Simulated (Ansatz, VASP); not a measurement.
# ZrC in VASP and in Ansatz

```
Zr C
1.0
     0.00000    2.54552    2.54552
     2.54552    0.00000    2.54552
     2.54552    2.54552    0.00000
Zr C
1 1
Cartesian
  2.5455 2.5455 2.5455
  3.8183 3.8183 3.8183
```

Alike in both runs: functional r2SCANh; k mesh 5 × 5 × 5; occupations fermi-dirac, width 0.05 eV; no spin polarisation.

```csv
,VASP,Ansatz
version,VASP 6.6.1,Ansatz 0.2.0
potentials or method,"VASP PAW PBE potentials, release 64 (Zr_sv, C)",Ansatz PAW
plane-wave cutoff (eV),520,500
valence electrons in the cell,16,16
task,single point,band structure
```

Ansatz gave:

```
pressure (GPa) : -0.4
```

Task: Which values does VASP return?

Result: Pressure (GPa): -0.3.

VASP's potentials were made for PBE, not for r2SCANh. With one functional, cell and mesh, what is left measures potentials, basis and numerics.

The k mesh is coarse, so the values compare programs but aren't converged.
